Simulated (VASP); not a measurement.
# Pt (Im-3m) in VASP: notebook

The runs below take Pt through single point, with PBE.

Program: VASP 6.6.1. These are calculated values, not measurements. Logs are shortened: lines on timing, memory, paths and dates and some standing lists are left out, and cuts for length are marked.

## (1) The cell of the first run

The structure is cubic, space group Im-3m (No. 229). The conventional cell has a = 3.163 Å, b = 3.163 Å, c = 3.163 Å, α = 90.00°, β = 90.00°, γ = 90.00°. Within 3.6 Å of Pt (site symmetry m-3m) lie 14 Pt at 2.74 to 3.16 Å.

## (2) Single point, PBE

INCAR

```
PREC = Accurate
ENCUT = 520
EDIFF = 1E-6
ISMEAR = 0
SIGMA = 0.15
LREAL = False
LASPH = True
NELM = 60
ALGO = Normal
ISIF = 2
LWAVE = False
LCHARG = False
GGA = PE
NBANDS = 11
```

KPOINTS

```
Automatic mesh
0
Gamma
  16 16 16
```

POSCAR

```
Pt
1.0
   -1.5814460448      1.5814460448      1.5814460448
    1.5814460448     -1.5814460448      1.5814460448
    1.5814460448      1.5814460448     -1.5814460448
Pt
1
Direct
    0.0000000000      0.0000000000      0.0000000000
```

Potentials or basis: VASP PAW PBE potentials, release 64 (Pt).

Launch:

```
cat potpaw_PBE.64/Pt/POTCAR > POTCAR
mpirun -np 1 vasp_std > vasp.out
```

OUTCAR:

```text
PREC = Accurate
   ENCUT = 520
   EDIFF = 1E-6
   ISMEAR = 0
   LREAL = False
   LASPH = True
   NELM = 60
   ISIF = 2
   GGA = PE

 ion  position               nearest neighbor table
   1  0.000  0.000  0.000-

  LATTYP: Found a body centered cubic cell.
 ALAT       =     3.1628920896

  Lattice vectors:

 A1 = (  -1.5814460448,   1.5814460448,   1.5814460448)
 A2 = (   1.5814460448,  -1.5814460448,   1.5814460448)
 A3 = (   1.5814460448,   1.5814460448,  -1.5814460448)

Analysis of symmetry for initial positions (statically):
=====================================================================
 Subroutine PRICEL returns:
 Original cell was already a primitive cell.

 Routine SETGRP: Setting up the symmetry group for a
 body centered cubic supercell.

 Subroutine GETGRP returns: Found 48 space group operations
 (whereof 48 operations were pure point group operations)
 out of a pool of 48 trial point group operations.

The static configuration has the point symmetry O_h .

Analysis of symmetry for dynamics (positions and initial velocities):
=====================================================================
 Subroutine PRICEL returns:
 Original cell was already a primitive cell.

 Routine SETGRP: Setting up the symmetry group for a
 body centered cubic supercell.

 Subroutine GETGRP returns: Found 48 space group operations
 (whereof 48 operations were pure point group operations)
 out of a pool of 48 trial point group operations.

The dynamic configuration has the point symmetry O_h .

 Subroutine INISYM returns: Found 48 space group operations
 (whereof 48 operations are pure point group operations),
 and found     1 'primitive' translations

----------------------------------------------------------------------------------------

                                     Primitive cell

  volume of cell :      15.8206

  direct lattice vectors                    reciprocal lattice vectors
    -1.581446045  1.581446045  1.581446045     0.000000000  0.316166335  0.316166335
     1.581446045 -1.581446045  1.581446045     0.316166335  0.000000000  0.316166335
     1.581446045  1.581446045 -1.581446045     0.316166335  0.316166335  0.000000000

  length of vectors
     2.739144899  2.739144899  2.739144899     0.447126719  0.447126719  0.447126719

  position of ions in fractional coordinates (direct lattice)
     0.000000000  0.000000000  0.000000000
[... 81 lines left out ...]
   NFREE  =      0    steps in history (QN), initial steepest desc. (CG)
   ISIF   =      2    stress and relaxation
   ISYM   =      2    0-nonsym 1-usesym 2-fastsym
   POTIM  = 0.5000    time-step for ionic-motion
   TEBEG  =    0.0;   TEEND  =   0.0 temperature during run
   PSTRESS=    0.0 pullay stress
   NELECT =      10.0000    total number of electrons
   NUPDOWN=      -1.0000    fix difference up-down
   EMIN   =  10.00;   EMAX   =-10.00  energy-range for DOS
   EFERMI =   0.00;   METHOD = LEGACY
   ISMEAR =     0;   SIGMA  =   0.15  broadening in eV -4-tet -1-fermi 0-gaus
   EFERMI_NEDOS =   21; number of points for ismear=-14 and -15
   IALGO  =     38    algorithm
   IMIX   =      4    mixing-type and parameters
     AMIX     =   0.40;   BMIX     =  1.00
     AMIX_MAG =   1.60;   BMIX_MAG =  1.00
  volume/ion in A,a.u.               =      15.82       106.76
  Fermi-wavevector in a.u.,A,eV,Ry     =   1.404970  2.655009 26.857102  1.973941
  Thomas-Fermi vector in A             =   2.527478
   LORBIT       =      0    0 simple, 1 ext, 2 COOP (PROOUT), +10 PAW based schemes
   GGA     = PE    functional components
   LHFCALC =     F    Hartree Fock is set to
   AEXX    =    0.0000 exact exchange contribution
   IVDW    =     0    specifies the selected vdW correction
   LEPSILON=     F    determine dielectric tensor
   LRPA    =     F    only Hartree local field effects (RPA)
 non-spin polarized calculation
 Gauss-broadening in eV      SIGMA  =   0.15
  energy-cutoff  :      520.00
  volume of cell :       15.82
 maximum number of plane-waves:       438
   NGX = 11   NGY = 11   NGZ = 11

 number of electron      10.0000000 magnetization

 number of electron       9.9999999 magnetization

 Free energy of the ion-electron system (eV)
  ---------------------------------------------------
  ext. energy  EPLUGINS =         0.00000000
  ---------------------------------------------------
  free energy    TOTEN  =        -6.00089729 eV

  energy without entropy =       -5.98464406  energy(sigma->0) =       -5.99277067

 E-fermi :  10.2014     XC(G=0): -13.1963

 val. band max:       10.1848827724   @ k =  -0.4375   0.4375   0.4375
 cond. band min:      10.2041431980   @ k =  -0.3750   0.3750   0.1250
 fundamental gap:      0.0192604256
 Fermi energy:        10.2013797870

 k-point     1 :       0.0000    0.0000    0.0000
  band No.  band energies     occupation
      1       0.6934      2.00000
      2       6.7041      2.00000
      3       6.7041      2.00000
      4       6.7041      2.00000
      5       9.1810      2.00000
      6       9.1810      2.00000
      7      27.2754      0.00000
      8      27.2754      0.00000
      9      27.2754      0.00000
     10      37.2934      0.00000
     11      37.2938      0.00000
[... 309 lines left out ...]
 k-point    24 :       0.2500    0.1875    0.0000
  band No.  band energies     occupation
      1       4.3280      2.00000
      2       5.7709      2.00000
      3       6.4969      2.00000
      4       8.7255      2.00000
      5       9.5424      2.00000
      6      11.5145      0.00000
      7      20.4633      0.00000
      8      23.5175      0.00000
      9      26.6277      0.00000
     10      31.1030      0.00000
     11      35.1826      0.00000

 [... further k-points ...]

------------------------ aborting loop because EDIFF is reached ----------------------------------------

  FORCE on cell =-STRESS in cart. coord.  units (eV):
  Direction    XX          YY          ZZ          XY          YZ          ZX
  --------------------------------------------------------------------------------------
  -------------------------------------------------------------------------------------
  Total       -0.0125489     -0.0125489     -0.0125489      0.0000000     -0.0000000      0.0000000
  in kB       -1.2708426     -1.2708426     -1.2708426      0.0000000     -0.0000000      0.0000000
  external PRESSURE =      -1.2708426 kB  Pullay stress =       0.0000000 kB

 VOLUME and BASIS-vectors are now :
 -----------------------------------------------------------------------------
  energy-cutoff  :      520.00
  volume of cell :       15.82
      direct lattice vectors                 reciprocal lattice vectors
    -1.581446045  1.581446045  1.581446045     0.000000000  0.316166335  0.316166335
     1.581446045 -1.581446045  1.581446045     0.316166335  0.000000000  0.316166335
     1.581446045  1.581446045 -1.581446045     0.316166335  0.316166335  0.000000000

 POSITION                                       TOTAL-FORCE (eV/Angst)
 -----------------------------------------------------------------------------------
      0.00000      0.00000      0.00000         0.000000      0.000000     -0.000000
 -----------------------------------------------------------------------------------
    total drift:                                0.000000     -0.000000      0.000000

  FREE ENERGIE OF THE ION-ELECTRON SYSTEM (eV)
  ---------------------------------------------------
  free  energy   TOTEN  =        -6.0008972866 eV

  energy  without entropy=       -5.9846440617  energy(sigma->0) =       -5.99277067
```

OSZICAR:

```text
N       E                     dE             d eps       ncg     rms          rms(c)
DAV:   1     0.385408552264E+02    0.38541E+02   -0.53184E+03  3310   0.836E+02
DAV:   2    -0.574178746023E+01   -0.44283E+02   -0.42501E+02  3625   0.173E+02
DAV:   3    -0.636035799299E+01   -0.61857E+00   -0.61284E+00  3741   0.192E+01
DAV:   4    -0.636274843748E+01   -0.23904E-02   -0.23902E-02  3660   0.142E+00
DAV:   5    -0.636276780695E+01   -0.19369E-04   -0.19369E-04  3789   0.118E-01    0.109E+01
DAV:   6    -0.603537696015E+01    0.32739E+00   -0.77459E-01  3430   0.685E+00    0.579E+00
DAV:   7    -0.600383190786E+01    0.31545E-01   -0.11551E-01  3664   0.260E+00    0.239E+00
DAV:   8    -0.600107203803E+01    0.27599E-02   -0.46692E-03  3462   0.587E-01    0.505E-01
DAV:   9    -0.600089450217E+01    0.17754E-03   -0.14214E-04  3661   0.104E-01    0.380E-02
DAV:  10    -0.600089740970E+01   -0.29075E-05   -0.29830E-06  3734   0.139E-02    0.455E-03
DAV:  11    -0.600089728659E+01    0.12311E-06   -0.24027E-08  2096   0.151E-03
   1 F= -.60008973E+01 E0= -.59927707E+01  d E =-.162532E-01
```

stdout:

```text
POSCAR found type information on POSCAR Pt
 POSCAR found :  1 types and       1 ions
 scaLAPACK will be used
 LDA part: xc-table for (Slater+PW92), standard interpolation
 POSCAR, INCAR and KPOINTS ok, starting setup
 FFT: planning ... GRIDC
 FFT: planning ... GRID_SOFT
 FFT: planning ... GRID
 WAVECAR not read
 entering main loop
```

It took 13 s on 1 thread of Intel Xeon 6975P-C, shared host; peak memory 0.14 GiB.

Results:

* Free energy: -6.0009 eV
* Pressure: -0.1 GPa
* Band gap on the k mesh: zero (band 5 reaches 11.20 eV, above the bottom of band 6 at 9.04 eV)

Caveat: spin-orbit coupling is left out, which moves the levels of the heavy elements.

## (3) Single point, PBE

This run uses another cell than the first one: it holds 4 atoms, not 1.

INCAR

```
ALGO = Normal
EDIFF = 1E-6
ENCUT = 520
GGA = PE
ISIF = 2
ISMEAR = 0
LASPH = T
LCHARG = F
LREAL = F
LWAVE = F
NBANDS = 28
NELM = 80
PREC = Accurate
SIGMA = 0.15
```

KPOINTS

```
k-points
0
Gamma
  10 10 10
```

POSCAR

```
Pt
1.0
    0.0000000000     -3.1628920897      3.1628920897
    3.1628920897     -3.1628920897      0.0000000000
    3.1628920897      0.0000000000      3.1628920897
Pt
4
Direct
    0.0000000000      0.0000000000      0.0000000000
    0.2500000000      0.2500000000      0.2500000000
    0.5000000000      0.5000000000      0.5000000000
    0.7500000000      0.7500000000      0.7500000000
```

Potentials or basis: VASP PAW PBE potentials, release 64 (Pt).

Launch:

```
cat potpaw_PBE.64/Pt/POTCAR > POTCAR
mpirun -np 1 vasp_std > vasp.out
```

It took 62 s on 1 thread of Intel Xeon 6975P-C, shared host; peak memory 0.23 GiB.

Results (log left out):

| Quantity | Value |
| --- | --- |
| Free energy | -24.0420 eV |
| Pressure | -0.3 GPa |
| Band gap on the k mesh | zero (band 20 reaches 10.70 eV, above the bottom of band 21 at 9.72 eV) |

Levels at points of the mesh, in eV from the Fermi level:
| k point | band 17 | band 18 | band 19 | band 20 | band 21 | band 22 | band 23 | band 24 |
| --- | --- | --- | --- | --- | --- | --- | --- | --- |
| (0.00, 0.00, 0.00) | -0.61 | -0.61 | 0.52 | 0.52 | 0.52 | 4.76 | 4.76 | 7.66 |
| (0.50, 0.00, 0.00) | -0.60 | -0.60 | -0.60 | -0.60 | 0.11 | 0.11 | 6.06 | 6.06 |
| (0.50, 0.50, 0.00) | -0.68 | -0.68 | 0.03 | 0.03 | 0.27 | 0.27 | 1.04 | 1.04 |

Caveat: spin-orbit coupling is left out, which moves the levels of the heavy elements.

## (4) Single point, PBE

This run uses another cell than the first one: it holds 2 atoms, not 1.

INCAR

```
SYSTEM = Pt
ALGO = Fast
EDIFF = 1E-7
ENCUT = 520
GGA = PE
ISIF = 2
ISMEAR = 0
LASPH = .True.
LCHARG = .True.
LELF = .True.
LREAL = .False.
LVHAR = .True.
LWAVE = .False.
NBANDS = 17
NELM = 100
PREC = Accurate
SIGMA = 0.15
```

KPOINTS

```
k-points
0
Gamma
  14 14 8
  0 0 0
```

POSCAR

```
Pt
1.0
   -1.5814460448      1.5814460448      1.5814460448
    1.5814460448     -1.5814460448      1.5814460448
    3.1628920897      3.1628920897      0.0000000000
Pt
2
Direct
    0.0000000000      0.0000000000      0.0000000000
    0.5000000000      0.5000000000      0.5000000000
```

Potentials or basis: VASP PAW PBE potentials, release 64 (Pt).

Launch:

```
cat potpaw_PBE.64/Pt/POTCAR > POTCAR
mpirun -np 1 vasp_std > vasp.out
```

OUTCAR:

```text
SYSTEM = Pt
   EDIFF = 1E-7
   ENCUT = 520
   GGA = PE
   ISIF = 2
   ISMEAR = 0
   LASPH = .True.
   LREAL = .False.
   NELM = 100
   PREC = Accurate

 ion  position               nearest neighbor table
   1  0.000  0.000  0.000-   2 2.74   2 2.74   2 2.74   2 2.74   2 3.16   2 3.16   2 3.16   2 3.16

   2  0.500  0.500  0.500-   1 2.74   1 2.74   1 2.74   1 2.74   1 3.16   1 3.16   1 3.16   1 3.16

  LATTYP: Found a base centered orthorhombic cell.
 ALAT       =     3.1628920896
 B/A-ratio  =     1.4142135624
 C/A-ratio  =     1.4142135624
[... 690 lines left out ...]

  FORCE on cell =-STRESS in cart. coord.  units (eV):
  Direction    XX          YY          ZZ          XY          YZ          ZX
  --------------------------------------------------------------------------------------
  -------------------------------------------------------------------------------------
  Total       -0.0472515     -0.0472515     -0.0435855     -0.0481739     -0.0000000     -0.0000000
  in kB       -2.3926183     -2.3926183     -2.2069872     -2.4393218     -0.0000000     -0.0000000
  external PRESSURE =      -2.3307413 kB  Pullay stress =       0.0000000 kB

 VOLUME and BASIS-vectors are now :
 -----------------------------------------------------------------------------
  energy-cutoff  :      520.00
  volume of cell :       31.64
      direct lattice vectors                 reciprocal lattice vectors
    -1.581446045  1.581446045  1.581446045    -0.158083168  0.158083168  0.316166335
     1.581446045 -1.581446045  1.581446045     0.158083168 -0.158083168  0.316166335
     3.162892090  3.162892090  0.000000000     0.158083167  0.158083167  0.000000000

 POSITION                                       TOTAL-FORCE (eV/Angst)
 -----------------------------------------------------------------------------------
      0.00000      0.00000      0.00000         0.000000      0.000000     -0.000000
      1.58145      1.58145      1.58145        -0.000000     -0.000000      0.000000
 -----------------------------------------------------------------------------------
    total drift:                                0.000000      0.000000      0.000000

  FREE ENERGIE OF THE ION-ELECTRON SYSTEM (eV)
  ---------------------------------------------------
  free  energy   TOTEN  =       -12.0132737128 eV

  energy  without entropy=      -11.9880264794  energy(sigma->0) =      -12.00065010
```

It took 76 s on 1 thread of Intel Xeon 6975P-C, shared host; peak memory 0.24 GiB.

What came out:

- Free energy: -12.0133 eV
- Pressure: -0.2 GPa
- Band gap on the k mesh: zero (band 10 reaches 11.20 eV, above the bottom of band 11 at 9.28 eV)

Levels at points of the mesh, in eV from the Fermi level:
| k point | band 7 | band 8 | band 9 | band 10 | band 11 | band 12 | band 13 | band 14 |
| --- | --- | --- | --- | --- | --- | --- | --- | --- |
| (0.00, 0.00, 0.00) | -1.14 | -0.96 | -0.96 | -0.64 | 0.30 | 1.07 | 6.31 | 13.30 |
| (0.50, 0.00, 0.00) | -1.28 | -1.28 | -0.56 | -0.56 | 2.81 | 2.81 | 8.69 | 8.69 |
| (0.50, 0.50, 0.00) | 0.31 | 0.55 | 0.56 | 0.56 | 1.08 | 6.32 | 7.69 | 7.70 |
| (0.00, 0.00, 0.50) | -1.57 | -1.57 | -1.38 | -1.38 | -0.86 | -0.86 | 14.51 | 14.51 |
| (0.50, 0.00, 0.50) | -0.64 | -0.64 | 0.31 | 0.31 | 1.08 | 1.08 | 6.32 | 6.32 |
| (0.50, 0.50, 0.50) | -2.01 | -2.01 | 0.82 | 0.82 | 5.21 | 5.21 | 6.26 | 6.26 |

Caveat: spin-orbit coupling is left out, which moves the levels of the heavy elements.

## (5) Summary

```tsv
cell	k mesh	gap on the mesh (eV)	pressure (GPa)
a = 2.739 Å, angles 109.5°, 1 atom	16 × 16 × 16	none	-0.1
a = 4.473 Å, angles 60.0°, 4 atoms	10 × 10 × 10	none	-0.3
a = 2.739, b = 2.739, c = 4.473 Å, angles 90.0, 90.0, 109.5°, 2 atoms	14 × 14 × 8	none	-0.2
```

Alike in all rows: task single point; level PBE; potentials or basis VASP PAW PBE potentials, release 64 (Pt); no spin polarisation; cutoff (eV) 520; smearing gaussian 0.15 eV.

Caveats: spin-orbit coupling is left out, which moves the levels of the heavy elements.

Absolute energies hang on the potentials; compare differences alone.
